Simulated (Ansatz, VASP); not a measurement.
**Ti in VASP and in Ansatz**

```
Ti
1.0
     2.90575    0.00000    0.00000
    -1.45287    2.51645    0.00000
     0.00000    0.00000    4.75629
Ti
2
Direct
  0.33333 0.66667 0.25000
  0.66667 0.33333 0.75000
```

Change from the starting cell: strain -0.015 along x and y, +0.015 along z, atoms carried along.

Alike in both runs: task single point; functional PBE; k mesh 18 × 18 × 10; occupations gaussian, width 0.15 eV; no spin polarisation.

|  | VASP | Ansatz |
| --- | --- | --- |
| version | VASP 6.6.1 | Ansatz 0.2.0 |
| potentials or method | VASP PAW PBE potentials, release 64 (Ti_sv), cutoff 520 eV | scalar-relativistic, plane waves, PAW |
| valence electrons in the cell | 24 | 24 |

Ansatz gave:

```
gap on the k mesh at the Fermi level (eV)                     : none
pressure (GPa)                                                : 0.0
traceless stress, the component that is largest in VASP (GPa) : -2.48
```

Which values does VASP return?

gap on the k mesh at the Fermi level (eV): none; pressure (GPa): -0.3; traceless stress, the component that is largest in VASP (GPa): -2.47.

A gap of «none» marks a metal or a gap that the smearing closes.
